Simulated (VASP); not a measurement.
A run of VASP 6.6.1 is set up as follows.

File INCAR:

```
ALGO = Normal ; EDIFF = 1E-7
ENCUT = 520 ; GGA = PS
ISIF = 2 ; ISMEAR = 0
IVDW = 12 ; LASPH = True
LCHARG = True ; LELF = True
LREAL = False ; LVHAR = True
LWAVE = False ; NBANDS = 16
NELM = 60 ; PREC = Accurate
SIGMA = 0.15
```

File KPOINTS:

```
k-points
0
Gamma
  18 18 6
```

The input POSCAR:

```
C
1.0
    2.4580081303      0.0000000000      0.0000000000
   -1.2290040652      2.1286974836      0.0000000000
    0.0000000000      0.0000000000      6.2346037605
C
4
Direct
    0.0000000000      0.0000000000      0.0025000000
    0.0000000000      0.0000000000      0.5025000000
    0.3333333333      0.6666666667      0.0025000000
    0.6666666667      0.3333333333      0.5025000000
```

Potentials or basis: VASP PAW PBE potentials, release 64 (C).

Run with:

```sh
$ cat potpaw_PBE.64/C/POTCAR > POTCAR
$ mpirun -np 1 vasp_std > vasp.out
```

(1) What does it give for the dispersion energy per atom?

(2) What does it give for the band gap on the k mesh?

Results:

(1) -0.118 eV.

(2) zero (band 8 reaches 5.31 eV, above the bottom of band 9 at 5.25 eV).

Caveat: the cell differs from its parent crystal (engineering shear strain xy +0.0000, normal strain along z -0.0525).
